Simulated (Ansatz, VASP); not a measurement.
# Al2O3: VASP beside Ansatz

```xyz
10
Lattice="2.4040 1.3880 4.3737 -2.4040 1.3880 4.3737 0.0000 -2.7759 4.3737" Properties=species:S:1:pos:R:3 pbc="T T T"
Al    0.0000    0.0000    4.6203
Al    0.0000    0.0000    1.9403
Al    0.0000    0.0000    8.5009
Al    0.0000    0.0000   11.1808
O    -0.9320    1.3880    7.6540
O    -0.7360   -1.5011    7.6540
O     1.6680    0.1131    7.6540
O     0.9320   -1.3880    5.4671
O     0.7360    1.5011    5.4671
O    -1.6680   -0.1131    5.4671
```

Alike in both runs: task single point; functional PBE; k mesh 6 × 6 × 6; occupations gaussian, width 0.02 eV; no spin polarisation.

|  | VASP | Ansatz |
| --- | --- | --- |
| version | VASP 6.6.1 | Ansatz 0.2.0 |
| potentials or method | VASP PAW PBE potentials, release 64 (Al, O), cutoff 600 eV | scalar-relativistic, plane waves, PAW |
| valence electrons in the cell | 48 | 48 |

```tsv
	VASP	Ansatz	Ansatz less VASP
gap on the k mesh at the Fermi level (eV)	5.85	5.86	+0.004
least direct gap on the mesh (eV)	5.85	5.86	+0.004
pressure (GPa)	-0.4	0.0	+0.36
rms of the force components (eV/Å)	0.003	0.001	-0.0025
```

Atom by atom the forces differ by 0.002 eV/Å (rms over components). The functional is the same, so the differences come from potentials, cutoffs and numerics.
